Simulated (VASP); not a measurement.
Here is a VASP 6.6.1 calculation.

The input INCAR:

```
  PREC = Accurate
  ENCUT = 520
  EDIFF = 1E-7
  ISMEAR = 0
  SIGMA = 0.01
  LREAL = F
  LASPH = T
  NELM = 60
  ALGO = Normal
  ISIF = 2
  LWAVE = F
  LCHARG = T
  GGA = CA
  LELF = T
  LVHAR = T
  NBANDS = 16
```

The input KPOINTS:

```
regular mesh
0
Gamma
  9 9 6
```

POSCAR

```
Si
1.0
    3.8021855388      0.0000000000      0.0000000000
   -1.9010927694      3.2927892665      0.0000000000
    0.0000000000      0.0000000000      6.2884070556
Si
4
Direct
    0.3333333333      0.6666666667      0.0000170854
    0.6666666667      0.3333333333      0.5000170854
    0.3333333333      0.6666666667      0.3739829146
    0.6666666667      0.3333333333      0.8739829146
```

Potentials or basis: VASP PAW LDA potentials, release 64 (Si).

Command:

```console
$ cat potpaw_LDA.64/Si/POTCAR > POTCAR
$ mpirun -np 1 vasp_std > vasp.out
```

Q: Estimate the band gap on the k mesh.

A: 0.31 eV, indirect (least direct gap 0.99 eV).

Q: Estimate the pressure.

A: 0.1 GPa.

A k mesh can miss the band edges.
